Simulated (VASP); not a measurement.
# MgI2 (P-3m1) in VASP: dielectric tensor with PBE

Aim: the dielectric tensor of MgI2 with PBE.

All numbers are computed with VASP 6.6.1; they aren't measurements. Logs are shortened: lines on timing, memory, paths and dates and some standing lists are left out, and cuts for length are marked.

### 1 The cell of the first run

The structure is trigonal, space group P-3m1 (No. 164). Conventional cell: a = 4.157 Å, b = 4.157 Å, c = 6.876 Å, α = 90.00°, β = 90.00°, γ = 120.00°. Mg (site symmetry -3m) has 6 I at 2.92 Å within 3.8 Å. I (site symmetry 3m) has 3 Mg at 2.92 Å within 3.8 Å.

### 2 Dielectric tensor, PBE

INCAR reads:

```
SYSTEM = MgI2
PREC     = Accurate       ! precision mode
ENCUT    = 520            ! plane-wave cutoff, eV
EDIFF    = 1E-8           ! SCF threshold, eV
ISMEAR   = 0              ! smearing method
SIGMA    = 0.01           ! smearing width, eV
LREAL    = .False.        ! projectors in reciprocal space
LASPH    = .True.         ! aspherical terms in the spheres
NELM     = 100            ! most SCF steps
ALGO     = Normal         ! electronic algorithm
ISIF     = 2              ! what is computed and relaxed
LWAVE    = .False.        ! write WAVECAR
LCHARG   = .False.        ! write CHGCAR
GGA      = PE             ! functional
LEPSILON = .True.         ! dielectric tensor by DFPT
```

KPOINTS reads:

```
Automatic mesh
0
Gamma
  6 6 4
  0 0 0
```

POSCAR reads:

```
MgI2
1.0
    4.1566396118      0.0000000000      0.0000000000
   -2.0783198059      3.5997554982      0.0000000000
    0.0000000000      0.0000000000      6.8756215139
Mg I
1 2
Direct
    0.0000000000      0.0000000000      0.0000000000
    0.3333333333      0.6666666667      0.2425731935
    0.6666666667      0.3333333333      0.7574268065
```

Potentials or basis: VASP PAW PBE potentials, release 64 (Mg, I).

Run with:

```sh
$ cat potpaw_PBE.64/Mg/POTCAR potpaw_PBE.64/I/POTCAR > POTCAR
$ mpirun -np 1 vasp_std > vasp.out
```

OUTCAR:

```text
SYSTEM = MgI2
   PREC = Accurate
   ENCUT = 520
   EDIFF = 1E-8
   ISMEAR = 0
   LREAL = .False.
   LASPH = .True.
   NELM = 100
   ISIF = 2
   GGA = PE
   LEPSILON = .True.

 ion  position               nearest neighbor table
   1  0.000  0.000  0.000-   2 2.92   3 2.92   3 2.92   2 2.92   3 2.92   2 2.92
   2  0.333  0.667  0.243-   1 2.92   1 2.92   1 2.92
   3  0.667  0.333  0.757-   1 2.92   1 2.92   1 2.92

  LATTYP: Found a hexagonal cell.
 ALAT       =     4.1566396118
 C/A-ratio  =     1.6541298154

  Lattice vectors:

 A1 = (   4.1566396118,   0.0000000000,   0.0000000000)
 A2 = (  -2.0783198059,   3.5997554982,   0.0000000000)
 A3 = (   0.0000000000,   0.0000000000,   6.8756215139)

Analysis of symmetry for initial positions (statically):
=====================================================================
 Subroutine PRICEL returns:
 Original cell was already a primitive cell.

 Routine SETGRP: Setting up the symmetry group for a
 hexagonal supercell.

 Subroutine GETGRP returns: Found 12 space group operations
 (whereof 12 operations were pure point group operations)
 out of a pool of 24 trial point group operations.

The static configuration has the point symmetry D_3d.

Analysis of symmetry for dynamics (positions and initial velocities):
=====================================================================
 Subroutine PRICEL returns:
 Original cell was already a primitive cell.

 Routine SETGRP: Setting up the symmetry group for a
 hexagonal supercell.

 Subroutine GETGRP returns: Found 12 space group operations
 (whereof 12 operations were pure point group operations)
 out of a pool of 24 trial point group operations.

The dynamic configuration has the point symmetry D_3d.

 Subroutine INISYM returns: Found 12 space group operations
 (whereof 12 operations are pure point group operations),
 and found     1 'primitive' translations

----------------------------------------------------------------------------------------

                                     Primitive cell

  volume of cell :     102.8791

  direct lattice vectors                    reciprocal lattice vectors
     4.156639612  0.000000000  0.000000000     0.240578952  0.138898322  0.000000000
    -2.078319806  3.599755498  0.000000000     0.000000000  0.277796645  0.000000000
     0.000000000  0.000000000  6.875621514     0.000000000  0.000000000  0.145441397

  length of vectors
     4.156639612  4.156639612  6.875621514     0.277796645  0.277796645  0.145441397

  position of ions in fractional coordinates (direct lattice)
     0.000000000  0.000000000  0.000000000
     0.333333333  0.666666667  0.242573194
     0.666666667  0.333333333  0.757426806

  ion indices of the primitive-cell ions
   primitive index   ion index
                 1           1
                 2           2
                 3           3

----------------------------------------------------------------------------------------

 KPOINTS: Automatic mesh

Automatic generation of k-mesh.
 Grid dimensions read from file:
 generate k-points for:    6    6    4

 Generating k-lattice:

  Cartesian coordinates                     Fractional coordinates (reciprocal lattice)
     0.040096492  0.023149720  0.000000000     0.166666667  0.000000000  0.000000000
     0.000000000  0.046299441  0.000000000     0.000000000  0.166666667  0.000000000
     0.000000000  0.000000000  0.036360349     0.000000000  0.000000000  0.250000000

  Length of vectors
     0.046299441  0.046299441  0.036360349

  Shift w.r.t. Gamma in fractional coordinates (k-lattice)
     0.000000000  0.000000000  0.000000000

 Subroutine IBZKPT returns following result:
 ===========================================

 Found     24 irreducible k-points:

 Following reciprocal coordinates:
            Coordinates               Weight
  0.000000  0.000000  0.000000      1.000000
  0.166667 -0.000000  0.000000      6.000000
  0.333333 -0.000000  0.000000      6.000000
  0.500000 -0.000000  0.000000      3.000000
  0.166667  0.166667  0.000000      6.000000
  0.333333  0.166667  0.000000     12.000000
[... 16 lines left out ...]
  0.333333  0.166667  0.500000     12.000000
  0.333333  0.333333  0.500000      2.000000
   k-points           NKPTS =     24   k-points in BZ     NKDIM =     24   number of bands    NBANDS=     12
   number of dos      NEDOS =    301   number of ions     NIONS =      3
   total plane-waves  NPLWV =  55296
[... 27 lines left out ...]
   NUPDOWN=      -1.0000    fix difference up-down
   EMIN   =  10.00;   EMAX   =-10.00  energy-range for DOS
   EFERMI =   0.00;   METHOD = LEGACY
   ISMEAR =     0;   SIGMA  =   0.01  broadening in eV -4-tet -1-fermi 0-gaus
   EFERMI_NEDOS =   21; number of points for ismear=-14 and -15
   IALGO  =     38    algorithm
   IMIX   =      4    mixing-type and parameters
     AMIX     =   0.40;   BMIX     =  1.00
     AMIX_MAG =   1.60;   BMIX_MAG =  1.00
  volume/ion in A,a.u.               =      34.29       231.42
  Fermi-wavevector in a.u.,A,eV,Ry     =   0.880384  1.663685 10.545561  0.775077
  Thomas-Fermi vector in A             =   2.000737
   LORBIT       =      0    0 simple, 1 ext, 2 COOP (PROOUT), +10 PAW based schemes
   GGA     = PE    functional components
   LHFCALC =     F    Hartree Fock is set to
   AEXX    =    0.0000 exact exchange contribution
   IVDW    =     0    specifies the selected vdW correction
   LEPSILON=     T    determine dielectric tensor
   LRPA    =     F    only Hartree local field effects (RPA)
 non-spin polarized calculation
 Gauss-broadening in eV      SIGMA  =   0.01
  energy-cutoff  :      520.00
  volume of cell :      102.88
 maximum number of plane-waves:      2802
 NGX is ok and might be reduce to    32
   NGX = 15   NGY = 15   NGZ = 25

--------------------------------------- Ionic step        1  -------------------------------------------

 number of electron      16.0000001 magnetization

 E-fermi :   2.3621     XC(G=0):  -8.2002

 val. band max:        2.2888406447   @ k =   0.0000   0.0000   0.0000
 cond. band min:       5.7985975636   @ k =   0.5000  -0.0000   0.2500
 fundamental gap:      3.5097569188
 Fermi energy:         2.3620672196

 k-point     1 :       0.0000    0.0000    0.0000
  band No.  band energies     occupation
      1      -9.7834      2.00000
      2      -9.0767      2.00000
      3      -1.2448      2.00000
      4       1.8282      2.00000
      5       1.8282      2.00000
      6       2.2074      2.00000
      7       2.2074      2.00000
      8       2.2888      2.00000
      9       5.9674      0.00000
     10       7.0500      0.00000
     11       8.9682      0.00000
     12       8.9682      0.00000
[... 331 lines left out ...]
 k-point    24 :       0.3333    0.3333    0.5000
  band No.  band energies     occupation
      1      -8.9028      2.00000
      2      -8.9028      2.00000
      3      -0.8798      2.00000
      4      -0.4756      2.00000
      5      -0.4756      2.00000
      6       0.0772      2.00000
      7       1.7389      2.00000
      8       1.7389      2.00000
      9       7.0774      0.00000
     10       8.0508      0.00000
     11       8.0508      0.00000
     12       9.6245      0.00000

  FORCE on cell =-STRESS in cart. coord.  units (eV):
  Direction    XX          YY          ZZ          XY          YZ          ZX
  --------------------------------------------------------------------------------------
  -------------------------------------------------------------------------------------
  Total        0.6503228      0.6503228      0.7836025      0.0000000      0.0000000     -0.0000000
  in kB       10.1277322     10.1277322     12.2033500      0.0000000      0.0000000     -0.0000000
  external PRESSURE =      10.8196048 kB  Pullay stress =       0.0000000 kB

 VOLUME and BASIS-vectors are now :
 -----------------------------------------------------------------------------
  energy-cutoff  :      520.00
  volume of cell :      102.88
      direct lattice vectors                 reciprocal lattice vectors
     4.156639612  0.000000000  0.000000000     0.240578952  0.138898322  0.000000000
    -2.078319806  3.599755498  0.000000000     0.000000000  0.277796645  0.000000000
     0.000000000  0.000000000  6.875621514     0.000000000  0.000000000  0.145441397

 POSITION                                       TOTAL-FORCE (eV/Angst)
 -----------------------------------------------------------------------------------
      0.00000      0.00000      0.00000        -0.000000      0.000000      0.000000
     -0.00000      2.39984      1.66784         0.000000     -0.000000      0.000731
      2.07832      1.19992      5.20778        -0.000000      0.000000     -0.000731
 -----------------------------------------------------------------------------------
    total drift:                                0.000000     -0.000000      0.000000

  FREE ENERGIE OF THE ION-ELECTRON SYSTEM (eV)
  ---------------------------------------------------
  free  energy   TOTEN  =        -7.6981950532 eV

  energy  without entropy=       -7.6981950532  energy(sigma->0) =       -7.69819505

 HEAD OF MICROSCOPIC STATIC DIELECTRIC TENSOR (INDEPENDENT PARTICLE, excluding Hartree and local field effects)
 ------------------------------------------------------
           4.943084     0.000000     0.000000
          -0.000000     4.943084     0.000000
           0.000000    -0.000000     4.673397
 ------------------------------------------------------

 Free energy of the ion-electron system (eV)
  ---------------------------------------------------
  ---------------------------------------------------
  free energy    TOTEN  =        -1.12525488 eV

  energy without entropy =       -1.12525488

------------------------ aborting loop because EDIFF is reached ----------------------------------------

--------------------------------------- Ionic step        2  -------------------------------------------

------------------------ aborting loop because EDIFF is reached ----------------------------------------

--------------------------------------- Ionic step        3  -------------------------------------------

 Free energy of the ion-electron system (eV)
  ---------------------------------------------------
  ---------------------------------------------------
  free energy    TOTEN  =        -0.94258433 eV

  energy without entropy =       -0.94258433

------------------------ aborting loop because EDIFF is reached ----------------------------------------

 PIEZOELECTRIC TENSOR FIELD DIRECTION 3  (e Angst)
 -----------------------------------------------------------------------------
     0.00005  0.00000  0.00000           ( -0.00001  0.00000  0.00000)
     0.00000  0.00005  0.00000           (  0.00000 -0.00001  0.00000)
    -0.00000  0.00000  0.00148           (  0.00000  0.00000 -0.00000)

 PIEZOELECTRIC TENSOR FIELD DIRECTION 3  (C/m^2)
 -----------------------------------------------------------------------------
     0.00001  0.00000  0.00000
     0.00000  0.00001  0.00000
    -0.00000  0.00000  0.00023

 MACROSCOPIC STATIC DIELECTRIC TENSOR (including local field effects in DFT)
 ------------------------------------------------------
           4.500765    -0.000000     0.000000
           0.000000     4.500765     0.000000
           0.000000     0.000000     3.919160
 ------------------------------------------------------

 PIEZOELECTRIC TENSOR (including local field effects)  for field in x, y, z        (e  Angst)
          XX          YY          ZZ          XY          YZ          ZX
  --------------------------------------------------------------------------------
  x     0.00000     0.00000     0.00000     0.00000     0.00000     0.00000
  y     0.00000     0.00000     0.00000     0.00000     0.00000     0.00000
  z     0.00000     0.00000     0.00000     0.00000     0.00000     0.00000

 PIEZOELECTRIC TENSOR (including local field effects)  for field in x, y, z        (C/m^2)
          XX          YY          ZZ          XY          YZ          ZX
  --------------------------------------------------------------------------------
  x     0.00000     0.00000     0.00000     0.00000     0.00000     0.00000
  y     0.00000     0.00000     0.00000     0.00000     0.00000     0.00000
  z     0.00000     0.00000     0.00000     0.00000     0.00000     0.00000

 BORN EFFECTIVE CHARGES (including local field effects) (in |e|, cummulative output)
 ---------------------------------------------------------------------------------
 ion    1
    1     2.51724     0.00000     0.00000
    2     0.00000     2.51724    -0.00000
    3    -0.00000     0.00000     1.56913
 ion    2
    1    -1.25862     0.00000     0.00000
    2     0.00000    -1.25862    -0.00000
    3     0.00000     0.00000    -0.78456
 ion    3
    1    -1.25862     0.00000     0.00000
    2     0.00000    -1.25862    -0.00000
    3     0.00000     0.00000    -0.78456
```

It took 3.5 min on 1 thread of AMD EPYC 9R45 (Zen 5), shared host; peak memory 0.34 GiB.

Results:

| Quantity | Value |
| --- | --- |
| Band gap on the k mesh | 3.51 eV, indirect (least direct gap 3.68 eV) |
| Electronic dielectric tensor (diagonal) | 4.50, 4.50, 3.92 |
| Born charges (mean of the diagonal) | Mg +2.20; I -1.10 e |

Levels at points of the mesh, in eV from the valence-band top:
```csv
k point,band 5,band 6,band 7,band 8,band 9,band 10,band 11,band 12
"(0.00, 0.00, 0.00)",-0.46,-0.08,-0.08,0.00,3.68,4.76,6.68,6.68
"(0.50, 0.00, 0.00)",-1.86,-1.39,-0.91,-0.46,3.62,5.32,5.51,6.93
"(0.00, 0.00, 0.50)",-0.36,-0.36,-0.18,-0.18,4.63,4.85,6.50,6.50
"(0.50, 0.00, 0.50)",-1.22,-1.13,-0.80,-0.70,3.52,5.20,5.68,6.06
```

Electronic dielectric tensor:
```
4.50 0.00 0.00
0.00 4.50 0.00
0.00 0.00 3.92
```

Born effective charge tensors (e):
atom 1, Mg
```
2.52 0.00 0.00
0.00 2.52 0.00
0.00 0.00 1.57
```
atom 2, I
```
-1.26  0.00  0.00
 0.00 -1.26  0.00
 0.00  0.00 -0.78
```
atom 3, I
```
-1.26  0.00  0.00
 0.00 -1.26  0.00
 0.00  0.00 -0.78
```

Caveat: spin-orbit coupling is left out, which moves the levels of the heavy elements; this functional lacks dispersion, which binds the layers, so the pressure and a relaxed spacing across them are unreliable. As with any semilocal functional, this PBE gap is likely too small.
